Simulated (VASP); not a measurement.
## Ir: single point with LDA

Ir:

```
CELL_PARAMETERS angstrom
0.00000 1.90609 1.90609
1.90609 0.00000 1.90609
1.90609 1.90609 0.00000
ATOMIC_POSITIONS crystal
Ir 0.00000 0.00000 0.00000
```

- Program: VASP 6.6.1
- Task: single point
- Functional: LDA
- Potentials or basis: VASP PAW LDA potentials, release 64 (Ir_sv_GW)
- Cutoff: 560 eV
- k mesh: 14 × 14 × 14
- Occupations: gaussian, width 0.1 eV
- Spin: no spin polarisation
- Dipole correction: no
- Further INCAR settings: ALGO = Normal; EDIFF = 1e-06; NBANDS = 14

| Quantity | Value |
| --- | --- |
| Pressure | -0.5 GPa |
| Band gap on the k mesh | zero (an odd number of electrons rules out a gap without spin polarisation) |

Levels at points of the mesh, in eV from the Fermi level:
```csv
k point,band 4,band 5,band 6,band 7,band 8,band 9,band 10,band 11,band 12,band 13
"(0.00, 0.00, 0.00)",-49.13,-11.20,-3.92,-3.92,-3.92,-1.11,-1.11,13.70,19.29,19.29
"(0.50, 0.00, 0.00)",-49.26,-8.22,-4.02,-4.02,-0.64,1.06,1.06,7.62,13.37,19.36
"(0.50, 0.50, 0.00)",-49.45,-8.05,-7.48,1.04,1.65,1.65,1.85,10.96,11.70,11.70
```

It took 9 s on 1 thread of Intel(R) Xeon(R) 6975P-C (Granite Rapids), on a shared host, peak memory 0.15 GiB.

Caveat: spin-orbit coupling is left out, which moves the levels of the heavy elements.
